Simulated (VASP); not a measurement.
Crystal: C.

```
C
1.0
     0.00000    1.85133    1.85133
     1.85133    0.00000    1.85133
     1.85133    1.85133    0.00000
C
2
Direct
  0.00000 0.00000 0.00000
  0.25000 0.25000 0.25000
```

This cell differs from its parent crystal: strain +4.0%.

Base run:

- Program: VASP 6.6.1
- Functional: HSE06
- Potentials or basis: VASP PAW PBE potentials, release 64 (C)
- Cutoff: 520 eV
- k mesh: 8 × 8 × 8
- Occupations: gaussian, width 0.01 eV
- Spin: no spin polarisation

Its results: band gap on the k mesh 5.01 eV, indirect (least direct gap 6.63 eV); pressure -47.7 GPa.

**Question.** The run is repeated on the same cell with these changes: functional from HSE06 to PBE; k mesh from 8 × 8 × 8 to 6 × 6 × 6. What comes out?

**Answer.** Band gap on the k mesh 3.90 eV, indirect (least direct gap 5.28 eV); pressure -37.9 GPa.

Several settings changed at once, so the effect can't be laid on one alone.

Caveats: some runs use coarse meshes; the PAW data sets were made with another functional, which shifts forces and pressure a little (some runs).

A k mesh can miss the band edges.
